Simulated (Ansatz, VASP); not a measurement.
# SrCo3 in VASP and in Ansatz

Contents of INCAR:

```
SYSTEM = SrCo3
PREC = Accurate
ENCUT = 520
EDIFF = 1E-6
ISMEAR = 0
SIGMA = 0.05
LREAL = .FALSE.
LASPH = .TRUE.
NELM = 150
ALGO = Normal
ISIF = 2
LWAVE = .FALSE.
LCHARG = .FALSE.
ISPIN = 2
MAGMOM = 0 1.66 1.66 1.66
LORBIT = 11
LMAXMIX = 4
GGA = PE
NBANDS = 30
```

KPOINTS

```
Automatic mesh
0
G
  8 8 8
  0 0 0
```

POSCAR

```
SrCo3
1.0
    3.9526744344      0.0000000000      0.0000000000
    0.0000000000      3.9526744344      0.0000000000
    0.0000000000      0.0000000000      3.9526744344
Sr Co
1 3
Direct
    0.0000000000      0.0000000000      0.0000000000
    0.0000000000      0.5000000000      0.5000000000
    0.5000000000      0.5000000000      0.0000000000
    0.5000000000      0.0000000000      0.5000000000
```

Input for Ansatz:

```yaml
crystal:
  lattice:
    - [3.9526744344, 0.0, 0.0]
    - [0.0, 3.9526744344, 0.0]
    - [0.0, 0.0, 3.9526744344]
  atoms:
    - { symbol: Sr, position: [0.0, 0.0, 0.0] }
    - { symbol: Co, position: [0.0, 0.5, 0.5], spin: 1.66 }
    - { symbol: Co, position: [0.5, 0.5, 0.0], spin: 1.66 }
    - { symbol: Co, position: [0.5, 0.0, 0.5], spin: 1.66 }
basis:
  ecutwfc: 420
  ecutrho_ratio: 4
kpoints:
  mp_grid: { grid: [8, 8, 8] }
hamiltonian:
  xc: pbe
scf:
  occupations: { method: gaussian, width: 0.05 }
output:
  forces: true
  stress: true
  eigenvalues: true
  populations: true
magnetization:
  spin_polarized: true
```

Alike in both runs: task single point; functional PBE; k mesh 8 × 8 × 8; occupations gaussian, width 0.05 eV; collinear spin.

```csv
,VASP,Ansatz
version,VASP 6.6.1,Ansatz 0.2.0
potentials or method,"VASP PAW PBE potentials, release 64 (Sr_sv, Co), cutoff 520 eV","scalar-relativistic, plane waves, PAW"
valence electrons in the cell,37,61
```

```tsv
	VASP	Ansatz	Ansatz less VASP
gap on the k mesh at the Fermi level (eV)	none	none	-
pressure (GPa)	3.8	3.4	-0.41
net moment per atom (μB)	1.02	1.03	+0.006
size of the moment on the site where the two differ most (μB)	1.47	1.49	+0.024
```

Site moments also hang on the region over which each program counts them. A gap of «none» marks a metal or a gap that the smearing closes. VASP's potentials hold 37 valence electrons a cell and Ansatz's 61, so a difference there can come from the potentials and not from the codes.
